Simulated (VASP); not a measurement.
# Pd (Fm-3m) in VASP: single point with PBE0

Aim: the single point of Pd with PBE0.

Program: VASP 6.6.1. These are calculated values, not measurements. Logs are shortened: lines on timing, memory, paths and dates and some standing lists are left out, and cuts for length are marked.

## (1) The cell of the first run

The structure is cubic, space group Fm-3m (No. 225). Conventional cell: a = 3.893 Å, b = 3.893 Å, c = 3.893 Å, α = 90.00°, β = 90.00°, γ = 90.00°. Within 3.6 Å of Pd (site symmetry m-3m) lie 12 Pd at 2.75 Å.

## (2) Single point, PBE0, non-collinear spin, zero start, spin-orbit coupling

Input file POSCAR:

```
Pd
1.0
    0.0000000000      1.9465000000      1.9465000000
    1.9465000000      0.0000000000      1.9465000000
    1.9465000000      1.9465000000      0.0000000000
Pd
1
Direct
    0.0000000000      0.0000000000      0.0000000000
```

Input file INCAR.step1:

```
  PREC = Accurate
  ENCUT = 470
  EDIFF = 1E-5
  ISMEAR = -1
  SIGMA = 0.05
  LREAL = False
  LASPH = True
  NELM = 200
  ALGO = Normal
  ISIF = 2
  LWAVE = True
  LCHARG = False
  MAGMOM = 0 0 0
  LORBIT = 11
  LSORBIT = True
  GGA_COMPAT = False
  LORBMOM = True
  LMAXMIX = 4
  NBANDS = 29
  GGA = PE
```

Input file INCAR.step2:

```
  PREC = Accurate
  ENCUT = 470
  EDIFF = 1E-6
  ISMEAR = -1
  SIGMA = 0.05
  LREAL = False
  LASPH = True
  NELM = 200
  ALGO = Normal
  ISIF = 2
  LWAVE = False
  LCHARG = False
  MAGMOM = 0 0 0
  LORBIT = 11
  LSORBIT = True
  GGA_COMPAT = False
  LORBMOM = True
  LMAXMIX = 4
  GGA = PE
  LHFCALC = True
  AEXX = 0.25
  PRECFOCK = Normal
  NBANDS = 29
  ISTART = 1
```

Input file KPOINTS:

```
regular mesh
0
Gamma
  5 5 5
```

Potentials or basis: VASP PAW PBE potentials, release 64 (Pd_sv_GW).

Launch:

```sh
$ cat potpaw_PBE.64/Pd_sv_GW/POTCAR > POTCAR
$ cp INCAR.step1 INCAR
$ mpirun -np 1 vasp_ncl > vasp.out
$ cp INCAR.step2 INCAR
$ mpirun -np 1 vasp_ncl > vasp.out
```

OUTCAR:

```text
PREC = Accurate
   ENCUT = 470
   EDIFF = 1E-6
   ISMEAR = -1
   LREAL = False
   LASPH = True
   NELM = 200
   ISIF = 2
   LORBIT = 11
   LSORBIT = True
   GGA = PE
   LHFCALC = True
   AEXX = 0.25
   PRECFOCK = Normal
   ISTART = 1

 ion  position               nearest neighbor table
   1  0.000  0.000  0.000-

  LATTYP: Found a face centered cubic cell.
 ALAT       =     3.8930000000

  Lattice vectors:

 A1 = (   0.0000000000,   1.9465000000,   1.9465000000)
 A2 = (   1.9465000000,   0.0000000000,   1.9465000000)
 A3 = (   1.9465000000,   1.9465000000,   0.0000000000)

Analysis of symmetry for initial positions (statically):
=====================================================================
 Subroutine PRICEL returns:
 Original cell was already a primitive cell.

 Routine SETGRP: Setting up the symmetry group for a
 face centered cubic supercell.

 Subroutine GETGRP returns: Found 48 space group operations
 (whereof 48 operations were pure point group operations)
 out of a pool of 48 trial point group operations.

The static configuration has the point symmetry O_h .

Analysis of symmetry for dynamics (positions and initial velocities):
=====================================================================
 Subroutine PRICEL returns:
 Original cell was already a primitive cell.

 Routine SETGRP: Setting up the symmetry group for a
 face centered cubic supercell.

 Subroutine GETGRP returns: Found 48 space group operations
 (whereof 48 operations were pure point group operations)
 out of a pool of 48 trial point group operations.

The dynamic configuration has the point symmetry O_h .

Analysis of structural, dynamic, and magnetic symmetry:
=====================================================================
 Subroutine PRICEL returns:
 Original cell was already a primitive cell.

 Routine SETGRP: Setting up the symmetry group for a
 face centered cubic supercell.

 Subroutine GETGRP returns: Found 48 space group operations
 (whereof 48 operations were pure point group operations)
 out of a pool of 48 trial point group operations.

The overall configuration has the point symmetry O_h .

 Subroutine INISYM returns: Found 48 space group operations
 (whereof 48 operations are pure point group operations),
 and found     1 'primitive' translations

----------------------------------------------------------------------------------------

                                     Primitive cell

  volume of cell :      14.7500

  direct lattice vectors                    reciprocal lattice vectors
     0.000000000  1.946500000  1.946500000    -0.256871307  0.256871307  0.256871307
     1.946500000  0.000000000  1.946500000     0.256871307 -0.256871307  0.256871307
     1.946500000  1.946500000  0.000000000     0.256871307  0.256871307 -0.256871307

  length of vectors
     2.752766699  2.752766699  2.752766699     0.444914156  0.444914156  0.444914156

  position of ions in fractional coordinates (direct lattice)
     0.000000000  0.000000000  0.000000000

  ion indices of the primitive-cell ions
   primitive index   ion index
                 1           1

----------------------------------------------------------------------------------------

 KPOINTS: regular mesh

Automatic generation of k-mesh.
 Grid dimensions read from file:
 generate k-points for:    5    5    5

 Generating k-lattice:

  Cartesian coordinates                     Fractional coordinates (reciprocal lattice)
    -0.051374261  0.051374261  0.051374261     0.200000000  0.000000000  0.000000000
     0.051374261 -0.051374261  0.051374261     0.000000000  0.200000000  0.000000000
     0.051374261  0.051374261 -0.051374261     0.000000000  0.000000000  0.200000000

  Length of vectors
[... 49 lines left out ...]
   TEBEG  =    0.0;   TEEND  =   0.0 temperature during run
   PSTRESS=    0.0 pullay stress
   NELECT =      18.0000    total number of electrons
   NUPDOWN=      -1.0000    fix difference up-down
   EMIN   =  10.00;   EMAX   =-10.00  energy-range for DOS
   EFERMI =   0.00;   METHOD = LEGACY
   ISMEAR =    -1;   SIGMA  =   0.05  broadening in eV -4-tet -1-fermi 0-gaus
   EFERMI_NEDOS =   21; number of points for ismear=-14 and -15
   IALGO  =     38    algorithm
   IMIX   =      1    mixing-type and parameters
     AMIX     =   0.40;   BMIX     =  1.00
     AMIX_MAG =   1.60;   BMIX_MAG =  1.00
  volume/ion in A,a.u.               =      14.75        99.54
  Fermi-wavevector in a.u.,A,eV,Ry     =   1.749449  3.305979 41.641602  3.060571
  Thomas-Fermi vector in A             =   2.820360
   LORBIT       =     11    0 simple, 1 ext, 2 COOP (PROOUT), +10 PAW based schemes
   GGA     = PE    functional components
   LHFCALC =     T    Hartree Fock is set to
   PRECFOCK=normal    Normal, Fast or Accurate (Low or Medium for compatibility)
   ENCUT4O =  -1.0   cutoff for four orbital integrals eV
   NKREDX  =     1    reduce k-point grid by
   NKREDY  =     1    reduce k-point grid by
   NKREDZ  =     1    reduce k-point grid by
   AEXX    =    0.2500 exact exchange contribution
   HFSCREEN=    0.0000 screening length (either q_TF or 0.3 A-1)
   HFSCREENC=   0.0000 screening length for correlation (either q_TF or 0.3 A-1)
   ENCUTFOCK=  -1.0 apply spherical cutoff to Coloumb kernel
   IVDW    =     0    specifies the selected vdW correction
   LEPSILON=     F    determine dielectric tensor
   LRPA    =     F    only Hartree local field effects (RPA)
  energy-cutoff  :      470.00
  volume of cell :       14.75
 maximum number of plane-waves:       696
  NGX = 16; NGY = 16; NGZ = 16

 number of electron      18.0000003 magnetization       0.0000000     -0.0000006      0.0000002

 number of electron      18.0000003 magnetization      -0.0000460     -0.0000777     -0.0000828

 number of electron      18.0000003 magnetization      -0.0000100     -0.0000068      0.0000080

 number of electron      18.0000003 magnetization       0.0050511      0.0225160      0.0334466

 Free energy of the ion-electron system (eV)
  ---------------------------------------------------
  ext. energy  EPLUGINS =         0.00000000
  ---------------------------------------------------
  free energy    TOTEN  =        -3.27646727 eV

  energy without entropy =       -3.27312666  energy(sigma->0) =       -3.27479697

 E-fermi :   7.8901     XC(G=0): -10.5175

 val. band max:        7.8900965108   @ k =  -0.4000   0.4000   0.0000
 cond. band min:       8.4184630894   @ k =  -0.4000   0.4000   0.0000
 fundamental gap:      0.5283665786
 Fermi energy:         7.8901280113

 k-point     1 :       0.0000    0.0000    0.0000
  band No.  band energies     occupation
      1     -80.7746      1.00000
      2     -80.7264      1.00000
      3     -48.0154      1.00000
      4     -48.0061      1.00000
      5     -43.4146      1.00000
      6     -43.3943      1.00000
[... 309 lines left out ...]
     28      34.1793      0.00000
     29      34.6273      0.00000

------------------------ aborting loop because EDIFF is reached ----------------------------------------

  FORCE on cell =-STRESS in cart. coord.  units (eV):
  Direction    XX          YY          ZZ          XY          YZ          ZX
  --------------------------------------------------------------------------------------
  -------------------------------------------------------------------------------------
  Total        0.3240608      0.3240608      0.3240608     -0.0000000      0.0000000     -0.0000000
  in kB       35.2000964     35.2000964     35.2000964     -0.0000000      0.0000000     -0.0000000
  external PRESSURE =      35.2000964 kB  Pullay stress =       0.0000000 kB

 VOLUME and BASIS-vectors are now :
 -----------------------------------------------------------------------------
  energy-cutoff  :      470.00
  volume of cell :       14.75
      direct lattice vectors                 reciprocal lattice vectors
     0.000000000  1.946500000  1.946500000    -0.256871307  0.256871307  0.256871307
     1.946500000  0.000000000  1.946500000     0.256871307 -0.256871307  0.256871307
     1.946500000  1.946500000  0.000000000     0.256871307  0.256871307 -0.256871307

 POSITION                                       TOTAL-FORCE (eV/Angst)
 -----------------------------------------------------------------------------------
      0.00000      0.00000      0.00000         0.000000      0.000000      0.000000
 -----------------------------------------------------------------------------------
    total drift:                                0.000001     -0.000001     -0.000001

  FREE ENERGIE OF THE ION-ELECTRON SYSTEM (eV)
  ---------------------------------------------------
  free  energy   TOTEN  =        -3.2764672724 eV

  energy  without entropy=       -3.2731266647  energy(sigma->0) =       -3.27479697

 orbital moment (x)

 # of ion     p       d       f       tot
 ------------------------------------------------
  1        -0.000   0.001   0.000   0.001
 ------------------------------------------------
           -0.000   0.001   0.000   0.001

 orbital moment (y)

 # of ion     p       d       f       tot
 ------------------------------------------------
  1         0.000   0.007  -0.000   0.007
 ------------------------------------------------
            0.000   0.007  -0.000   0.007

 orbital moment (z)

 # of ion     p       d       f       tot
 ------------------------------------------------
  1         0.000   0.009  -0.000   0.009
 ------------------------------------------------
            0.000   0.009  -0.000   0.009

 Spin-Orbit-Coupling matrix elements

 Ion:    1  E_soc:     -0.6835759
 l=   1
     0.0000000    -0.0930420    -0.0930420
    -0.0930420     0.0000000    -0.0930413
    -0.0930420    -0.0930413     0.0000000
 l=   2
     0.0000000    -0.0061025     0.0000000    -0.0061017    -0.0147867
    -0.0061025     0.0000000    -0.0110813    -0.0061015    -0.0037051
     0.0000000    -0.0110813     0.0000000    -0.0110967     0.0000000
    -0.0061017    -0.0061015    -0.0110967     0.0000000    -0.0036867
    -0.0147867    -0.0037051     0.0000000    -0.0036867     0.0000000
 l=   3
     0.0000000    -0.0000000     0.0000000     0.0000000     0.0000000    -0.0000000    -0.0000000
    -0.0000000     0.0000000    -0.0000000     0.0000000    -0.0000000    -0.0000000    -0.0000000
     0.0000000    -0.0000000     0.0000000    -0.0000000    -0.0000000    -0.0000000     0.0000000
     0.0000000     0.0000000    -0.0000000     0.0000000    -0.0000000     0.0000000     0.0000000
     0.0000000    -0.0000000    -0.0000000    -0.0000000     0.0000000    -0.0000000     0.0000000
    -0.0000000    -0.0000000    -0.0000000     0.0000000    -0.0000000     0.0000000    -0.0000000
    -0.0000000    -0.0000000     0.0000000     0.0000000     0.0000000    -0.0000000     0.0000000

 total charge

# of ion       s       p       d       f       tot
--------------------------------------------------
    1        2.136   6.070   7.567   0.011  15.785

 magnetization (x)

# of ion       s       p       d       f       tot
--------------------------------------------------
    1        0.000  -0.000  -0.000  -0.000  -0.000

 magnetization (y)

# of ion       s       p       d       f       tot
--------------------------------------------------
    1       -0.000  -0.000  -0.000  -0.000  -0.000

 magnetization (z)

# of ion       s       p       d       f       tot
--------------------------------------------------
    1        0.000   0.000  -0.000  -0.000  -0.000
```

Wall time 36 min (1 thread of Intel Xeon Platinum 8559C (Emerald Rapids), shared host); peak memory 0.18 GiB.

Results:

```
Free energy                                           : -3.2765 eV
Pressure                                              : 3.5 GPa
Net moment                                            : 0.04 μB per cell
Valence electrons inside the program's atomic spheres : Pd 15.79
```

Moments on the atoms (μB; x, y, z):
```
Pd  0.00 0.00 0.00
```

Caveat: the k points lie up to 0.56 Å⁻¹ apart; a moment this small can come from the mesh or the smearing; the PAW data sets were made with another functional, which shifts forces and pressure a little.
